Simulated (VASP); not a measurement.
# V3Si (Pm-3n) in VASP: single point with PBEsol

Aim: the single point of V3Si with PBEsol.

Program: VASP 6.6.1. These are calculated values, not measurements. Logs are shortened: lines on timing, memory, paths and dates and some standing lists are left out, and cuts for length are marked.

**1. The cell of the first run**

It takes space group Pm-3n (No. 223, cubic). Conventional cell: a = 4.650 Å, b = 4.650 Å, c = 4.650 Å, α = 90.00°, β = 90.00°, γ = 90.00°. Within 3.1 Å of V (site symmetry -4m2) lie 10 V at 2.33 to 2.85 Å and 4 Si at 2.60 Å. Si (site symmetry m-3) has 12 V at 2.60 Å within 3.4 Å.

**2. Single point, PBEsol, collinear spin, antiferromagnetic start**

Input file INCAR:

```
SYSTEM = V3Si
ALGO     = Normal         ! electronic algorithm
EDIFF    = 1E-6           ! SCF threshold, eV
ENCUT    = 500            ! plane-wave cutoff, eV
GGA      = PS             ! functional
GGA_COMPAT= .FALSE.      
ISIF     = 2              ! what is computed and relaxed
ISMEAR   = -1             ! smearing method
ISPIN    = 2              ! spin polarisation
KPAR     = 4            
LASPH    = .TRUE.         ! aspherical terms in the spheres
LCHARG   = .TRUE.         ! write CHGCAR
LMAXMIX  = 4              ! l up to which the mixer works
LORBIT   = 11             ! projections on sites
LREAL    = .FALSE.        ! projectors in reciprocal space
LVHAR    = .TRUE.       
LWAVE    = .FALSE.        ! write WAVECAR
MAGMOM   = 1.5 -1.5 1.5 -1.5 1.5 -1.5 0 0 ! initial moments
NBANDS   = 57             ! bands
NELM     = 200            ! most SCF steps
PREC     = Accurate       ! precision mode
SIGMA    = 0.1            ! smearing width, eV
```

Input file KPOINTS:

```
k-points
0
G
  6 6 6
  0 0 0
```

Input file POSCAR:

```
V3Si
1.0
    4.6500876032      0.0000000000      0.0000000000
    0.0000000000      4.6500874544      0.0000000000
    0.0000000000      0.0000000000      4.6500884925
V Si
6 2
Direct
    0.2500000688      0.0000000000      0.4999999987
    0.5000000000      0.7500000584      0.0000000050
    0.7499999312      0.0000000000      0.4999999987
    0.5000000000      0.2499999416      0.0000000050
    0.0000000000      0.5000000000      0.7500000053
    0.0000000000      0.5000000000      0.2499999883
    0.0000000000      0.0000000000      0.0000000014
    0.5000000000      0.5000000000      0.4999999975
```

Potentials or basis: VASP PAW PBE potentials, release 64 (V_sv, Si).

Command:

```bash
$ cat potpaw_PBE.64/V_sv/POTCAR potpaw_PBE.64/Si/POTCAR > POTCAR
$ mpirun -np 4 vasp_std > vasp.out
```

OUTCAR:

```text
SYSTEM = V3Si
   EDIFF = 1E-6
   ENCUT = 500
   GGA = PS
   ISIF = 2
   ISMEAR = -1
   ISPIN = 2
   LASPH = .TRUE.
   LORBIT = 11
   LREAL = .FALSE.
   NELM = 200
   PREC = Accurate

 ion  position               nearest neighbor table
   1  0.250  0.000  0.500-   3 2.33   3 2.33   8 2.60   8 2.60   7 2.60   7 2.60   2 2.85   4 2.85
                             2 2.85   4 2.85   5 2.85   5 2.85   6 2.85   6 2.85
   2  0.500  0.750  0.000-   4 2.33   4 2.33   7 2.60   7 2.60   8 2.60   8 2.60   1 2.85   3 2.85
                             3 2.85   1 2.85   6 2.85   6 2.85   5 2.85   5 2.85
   3  0.750  0.000  0.500-   1 2.33   1 2.33   8 2.60   8 2.60   7 2.60   7 2.60   4 2.85   2 2.85
                             4 2.85   2 2.85   5 2.85   5 2.85   6 2.85   6 2.85
   4  0.500  0.250  0.000-   2 2.33   2 2.33   7 2.60   7 2.60   8 2.60   8 2.60   1 2.85   3 2.85
                             1 2.85   3 2.85   6 2.85   6 2.85   5 2.85   5 2.85
   5  0.000  0.500  0.750-   6 2.33   6 2.33   7 2.60   7 2.60   8 2.60   8 2.60   1 2.85   3 2.85
                             1 2.85   3 2.85   2 2.85   2 2.85   4 2.85   4 2.85
   6  0.000  0.500  0.250-   5 2.33   5 2.33   7 2.60   7 2.60   8 2.60   8 2.60   4 2.85   2 2.85
                             4 2.85   2 2.85   1 2.85   3 2.85   1 2.85   3 2.85
   7  0.000  0.000  0.000-   2 2.60   4 2.60   2 2.60   4 2.60   6 2.60   6 2.60   5 2.60   5 2.60
                             3 2.60   1 2.60   1 2.60   3 2.60
   8  0.500  0.500  0.500-   1 2.60   3 2.60   1 2.60   3 2.60   5 2.60   5 2.60   6 2.60   6 2.60
                             2 2.60   4 2.60   2 2.60   4 2.60

  LATTYP: Found a simple cubic cell.
 ALAT       =     4.6500876032

  Lattice vectors:

 A1 = (   4.6500876032,   0.0000000000,   0.0000000000)
 A2 = (   0.0000000000,   4.6500874544,   0.0000000000)
 A3 = (   0.0000000000,   0.0000000000,   4.6500884925)

Analysis of symmetry for initial positions (statically):
=====================================================================
 Subroutine PRICEL returns:
 Original cell was already a primitive cell.

 Routine SETGRP: Setting up the symmetry group for a
 simple cubic supercell.

 Subroutine GETGRP returns: Found 48 space group operations
 (whereof 24 operations were pure point group operations)
 out of a pool of 48 trial point group operations.

The static configuration has the point symmetry T_h .
 The point group associated with its full space group is O_h .

Analysis of symmetry for dynamics (positions and initial velocities):
=====================================================================
 Subroutine PRICEL returns:
 Original cell was already a primitive cell.

 Routine SETGRP: Setting up the symmetry group for a
 simple cubic supercell.

 Subroutine GETGRP returns: Found 48 space group operations
 (whereof 24 operations were pure point group operations)
 out of a pool of 48 trial point group operations.

The dynamic configuration has the point symmetry T_h .
 The point group associated with its full space group is O_h .

Analysis of structural, dynamic, and magnetic symmetry:
=====================================================================
 Subroutine PRICEL returns:
 Original cell was already a primitive cell.

 Routine SETGRP: Setting up the symmetry group for a
 simple cubic supercell.

 Subroutine GETGRP returns: Found  8 space group operations
 (whereof  4 operations were pure point group operations)
 out of a pool of 48 trial point group operations.

The overall configuration has the point symmetry C_2v.
 The point group associated with its full space group is C_4v.

 Subroutine INISYM returns: Found  8 space group operations
 (whereof  4 operations are pure point group operations),
 and found     1 'primitive' translations

----------------------------------------------------------------------------------------

                                     Primitive cell

  volume of cell :     100.5503

  direct lattice vectors                    reciprocal lattice vectors
     4.650087603  0.000000000  0.000000000     0.215049712  0.000000000  0.000000000
     0.000000000  4.650087454  0.000000000     0.000000000  0.215049719  0.000000000
     0.000000000  0.000000000  4.650088493     0.000000000  0.000000000  0.215049671

  length of vectors
     4.650087603  4.650087454  4.650088493     0.215049712  0.215049719  0.215049671

  position of ions in fractional coordinates (direct lattice)
     0.250000069  0.000000000  0.499999999
     0.500000000  0.750000058  0.000000005
     0.749999931  0.000000000  0.499999999
     0.500000000  0.249999942  0.000000005
     0.000000000  0.500000000  0.750000005
     0.000000000  0.500000000  0.249999988
     0.000000000  0.000000000  0.000000001
[... 35 lines left out ...]
 ===========================================

 Found     40 irreducible k-points:

 Following reciprocal coordinates:
            Coordinates               Weight
  0.000000  0.000000  0.000000      1.000000
  0.166667  0.000000  0.000000      4.000000
  0.000000  0.000000  0.166667      2.000000
  0.333333  0.000000  0.000000      4.000000
  0.000000  0.000000  0.333333      2.000000
  0.500000  0.000000  0.000000      2.000000
[... 16 lines left out ...]
  0.166667  0.166667  0.166667      8.000000
  0.333333  0.166667  0.166667     16.000000
 [... further k-points ...]
   k-points           NKPTS =     40   k-points in BZ     NKDIM =     40   number of bands    NBANDS=     57
   number of dos      NEDOS =    301   number of ions     NIONS =      8
   total plane-waves  NPLWV =  46656
   dimension x,y,z NGX =    36 NGY =   36 NGZ =   36
   dimension x,y,z NGXF=    72 NGYF=   72 NGZF=   72
   ions per type =               6   2
   NGX,Y,Z   is equivalent  to a cutoff of  12.87, 12.87, 12.87 a.u.
   NGXF,Y,Z  is equivalent  to a cutoff of  25.74, 25.74, 25.74 a.u.
 SYSTEM =  V3Si
   PREC   = accura    normal or accurate (medium, high low for compatibility)
   ISTART =      0    job   : 0-new  1-cont  2-samecut
   ICHARG =      2    charge: 1-file 2-atom 10-const
   ISPIN  =      2    spin polarized calculation?
   LNONCOLLINEAR =      F non collinear calculations
   LSORBIT =      F    spin-orbit coupling
   LASPH  =      T    aspherical Exc in radial PAW
   ENCUT  =  500.0 eV  36.75 Ry    6.06 a.u.   8.48  8.48  8.48*2*pi/ulx,y,z
   NELM   =    200;   NELMIN=  2; NELMDL= -5     # of ELM steps
   EDIFF  = 0.1E-05   stopping-criterion for ELM
   LREAL  =      F    real-space projection
   EDIFFG = 0.1E-04   stopping-criterion for IOM
   NSW    =      0    number of steps for IOM
   IBRION =     -1    ionic relax: 0-MD 1-quasi-New 2-CG
   NFREE  =      0    steps in history (QN), initial steepest desc. (CG)
   ISIF   =      2    stress and relaxation
   ISYM   =      2    0-nonsym 1-usesym 2-fastsym
   POTIM  = 0.5000    time-step for ionic-motion
   TEBEG  =    0.0;   TEEND  =   0.0 temperature during run
   PSTRESS=    0.0 pullay stress
   NELECT =      86.0000    total number of electrons
   NUPDOWN=      -1.0000    fix difference up-down
   EMIN   =  10.00;   EMAX   =-10.00  energy-range for DOS
   EFERMI =   0.00;   METHOD = LEGACY
   ISMEAR =    -1;   SIGMA  =   0.10  broadening in eV -4-tet -1-fermi 0-gaus
   EFERMI_NEDOS =   21; number of points for ismear=-14 and -15
   IALGO  =     38    algorithm
   IMIX   =      4    mixing-type and parameters
     AMIX     =   0.40;   BMIX     =  1.00
     AMIX_MAG =   1.60;   BMIX_MAG =  1.00
  volume/ion in A,a.u.               =      12.57        84.82
  Fermi-wavevector in a.u.,A,eV,Ry     =   1.553984  2.936604 32.856242  2.414866
  Thomas-Fermi vector in A             =   2.658136
   LORBIT       =     11    0 simple, 1 ext, 2 COOP (PROOUT), +10 PAW based schemes
   GGA     = PS    functional components
   LHFCALC =     F    Hartree Fock is set to
   AEXX    =    0.0000 exact exchange contribution
   IVDW    =     0    specifies the selected vdW correction
   LEPSILON=     F    determine dielectric tensor
   LRPA    =     F    only Hartree local field effects (RPA)
 spin polarized calculation
  energy-cutoff  :      500.00
  volume of cell :      100.55
 maximum number of plane-waves:      2572
 NGX is ok and might be reduce to    36
   NGX = 17   NGY = 17   NGZ = 17

 number of electron      86.0000005 magnetization       0.0000000

 number of electron      86.0000005 magnetization      -0.0000000

 Free energy of the ion-electron system (eV)
  ---------------------------------------------------
  ext. energy  EPLUGINS =         0.00000000
  ---------------------------------------------------
  free energy    TOTEN  =       -73.60955806 eV

  energy without entropy =      -73.25776419  energy(sigma->0) =      -73.43366112

 E-fermi :  10.6427     XC(G=0): -13.0224

 val. band max:       10.6401899870   @ k =   0.1667   0.0000   0.0000
 cond. band min:      10.6557115650   @ k =   0.1667   0.1667   0.1667
 fundamental gap:      0.0155215780
 Fermi energy:        10.6426529477

 spin component 1

 k-point     1 :       0.0000    0.0000    0.0000
  band No.  band energies     occupation
      1     -52.8734      1.00000
      2     -52.7827      1.00000
      3     -52.7826      1.00000
      4     -52.5389      1.00000
      5     -52.5389      1.00000
      6     -52.5388      1.00000
[... 1381 lines left out ...]
     54      13.3793      0.00000
     55      13.4392      0.00000

 [... further k-points ...]

 spin component 2

 k-point     1 :       0.0000    0.0000    0.0000
  band No.  band energies     occupation
      1     -52.8734      1.00000
      2     -52.7827      1.00000
      3     -52.7826      1.00000
      4     -52.5389      1.00000
      5     -52.5389      1.00000
      6     -52.5388      1.00000
[... 1381 lines left out ...]
     54      13.3792      0.00000
     55      13.4391      0.00000

 [... further k-points ...]

 [bands above 55 left out]

------------------------ aborting loop because EDIFF is reached ----------------------------------------

  FORCE on cell =-STRESS in cart. coord.  units (eV):
  Direction    XX          YY          ZZ          XY          YZ          ZX
  --------------------------------------------------------------------------------------
  -------------------------------------------------------------------------------------
  Total        0.1789679      0.1789679      0.1775425      0.0000000      0.0000000      0.0000000
  in kB        2.8516902      2.8516900      2.8289773      0.0000000      0.0000000      0.0000000
  external PRESSURE =       2.8441192 kB  Pullay stress =       0.0000000 kB

 VOLUME and BASIS-vectors are now :
 -----------------------------------------------------------------------------
  energy-cutoff  :      500.00
  volume of cell :      100.55
      direct lattice vectors                 reciprocal lattice vectors
     4.650087603  0.000000000  0.000000000     0.215049712  0.000000000  0.000000000
     0.000000000  4.650087454  0.000000000     0.000000000  0.215049719  0.000000000
     0.000000000  0.000000000  4.650088493     0.000000000  0.000000000  0.215049671

 POSITION                                       TOTAL-FORCE (eV/Angst)
 -----------------------------------------------------------------------------------
      1.16252      0.00000      2.32504        -0.000081      0.000000      0.000006
      2.32504      3.48757      0.00000         0.000000     -0.000081      0.000006
      3.48757      0.00000      2.32504         0.000081      0.000000      0.000006
      2.32504      1.16252      0.00000         0.000000      0.000081      0.000006
      0.00000      2.32504      3.48757         0.000000      0.000000     -0.000011
      0.00000      2.32504      1.16252         0.000000      0.000000     -0.000011
      0.00000      0.00000      0.00000         0.000000      0.000000     -0.000002
      2.32504      2.32504      2.32504         0.000000      0.000000     -0.000002
 -----------------------------------------------------------------------------------
    total drift:                                0.000000      0.000000     -0.000025

  FREE ENERGIE OF THE ION-ELECTRON SYSTEM (eV)
  ---------------------------------------------------
  free  energy   TOTEN  =       -73.6095580570 eV

  energy  without entropy=      -73.2577641854  energy(sigma->0) =      -73.43366112

 total charge

# of ion       s       p       d       tot
------------------------------------------
    1        2.311   6.249   3.203  11.764
    2        2.311   6.249   3.203  11.764
    3        2.311   6.249   3.203  11.764
    4        2.311   6.249   3.203  11.764
    5        2.311   6.249   3.203  11.764
    6        2.311   6.249   3.203  11.764
    7        0.730   0.971   0.000   1.701
    8        0.730   0.971   0.000   1.701
--------------------------------------------------
tot         15.327  39.438  19.220  73.984

 magnetization (x)

# of ion       s       p       d       tot
------------------------------------------
    1        0.000   0.000   0.000   0.000
    2       -0.000  -0.000  -0.000  -0.000
    3        0.000   0.000   0.000   0.000
    4       -0.000  -0.000  -0.000  -0.000
    5        0.000  -0.000   0.000   0.000
    6       -0.000   0.000  -0.000  -0.000
    7        0.000   0.000   0.000   0.000
    8       -0.000  -0.000   0.000  -0.000
--------------------------------------------------
tot          0.000   0.000   0.000   0.000
```

Wall time 1.7 min (4 MPI ranks of AMD EPYC 7R13 (Zen 3), shared host); peak memory 0.41 GiB.

Results:

| Property | Result |
| --- | --- |
| Free energy | -73.6096 eV |
| Pressure | 0.3 GPa |
| Band gap on the k mesh | zero (filled and empty bands overlap) |
| Net moment | 0.00 μB per cell |
| Valence electrons inside the program's atomic spheres | V 11.76; Si 1.70 |

Levels at points of the mesh, in eV from the Fermi level:
Spin up:
```csv
k point,band 41,band 42,band 43,band 44,band 45,band 46,band 47,band 48
"(0.00, 0.00, 0.00)",-0.65,-0.65,-0.03,-0.03,2.07,2.07,2.07,2.78
"(0.50, 0.00, 0.00)",-0.74,-0.74,-0.45,-0.45,1.29,1.29,1.91,1.91
"(0.00, 0.00, 0.50)",-0.74,-0.74,-0.45,-0.45,1.29,1.29,1.91,1.91
"(0.50, 0.50, 0.00)",0.03,0.37,0.37,0.42,0.42,0.46,0.69,1.04
"(0.00, 0.50, 0.50)",0.03,0.37,0.37,0.42,0.42,0.46,0.69,1.04
"(0.50, 0.50, 0.50)",-0.11,-0.11,0.06,0.06,0.06,0.06,0.06,0.06
```
Spin down:
| k point | band 40 | band 41 | band 42 | band 43 | band 44 | band 45 | band 46 | band 47 | band 48 | band 49 |
| --- | --- | --- | --- | --- | --- | --- | --- | --- | --- | --- |
| (0.00, 0.00, 0.00) | -0.65 | -0.65 | -0.65 | -0.03 | -0.03 | 2.07 | 2.07 | 2.07 | 2.78 | 2.78 |
| (0.50, 0.00, 0.00) | -0.89 | -0.74 | -0.74 | -0.45 | -0.45 | 1.29 | 1.29 | 1.91 | 1.91 | 2.28 |
| (0.00, 0.00, 0.50) | -0.89 | -0.74 | -0.74 | -0.45 | -0.45 | 1.29 | 1.29 | 1.91 | 1.91 | 2.28 |
| (0.50, 0.50, 0.00) | -0.11 | 0.03 | 0.37 | 0.37 | 0.42 | 0.42 | 0.46 | 0.69 | 1.04 | 1.07 |
| (0.00, 0.50, 0.50) | -0.11 | 0.03 | 0.37 | 0.37 | 0.42 | 0.42 | 0.46 | 0.69 | 1.04 | 1.07 |
| (0.50, 0.50, 0.50) | -0.11 | -0.11 | -0.11 | 0.06 | 0.06 | 0.06 | 0.06 | 0.06 | 0.06 | 2.13 |

Caveat: the moments typed at the start vanished in this run; the PAW data sets were made with another functional, which shifts forces and pressure a little.
